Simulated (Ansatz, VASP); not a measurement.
# Ni in VASP and in Ansatz

```
Ni
1.0
     0.00000    1.75924    1.75924
     1.75924    0.00000    1.75924
     1.75924    1.75924    0.00000
Ni
1
Direct
  0.00000 0.00000 0.00000
```

Alike in both runs: task single point; functional r2SCAN; k mesh 20 × 20 × 20; occupations gaussian, width 0.1 eV; collinear spin.

|  | VASP | Ansatz |
| --- | --- | --- |
| version | VASP 6.6.1 | Ansatz 0.2.0 |
| potentials or method | VASP PAW PBE potentials, release 64 (Ni), cutoff 520 eV | scalar-relativistic, plane waves, PAW |
| valence electrons in the cell | 10 | 18 |

|  | VASP | Ansatz | Ansatz less VASP |
| --- | --- | --- | --- |
| gap on the k mesh at the Fermi level (eV) | none | none | - |
| pressure (GPa) | -6.3 | -6.8 | -0.55 |
| net moment per atom (μB) | 0.75 | 0.77 | +0.021 |
| size of the moment on the site where the two differ most (μB) | 0.77 | 0.84 | +0.067 |

VASP's potentials were made for PBE, not for r2SCAN. Site moments also hang on the region over which each program counts them. A gap of «none» marks a metal or a gap that the smearing closes. The functional is the same, so the differences come from potentials, cutoffs and numerics. VASP's potentials hold 10 valence electrons a cell and Ansatz's 18, so a difference there can come from the potentials and not from the codes. Ansatz's warnings: moment headroom below auto, stability check not made.
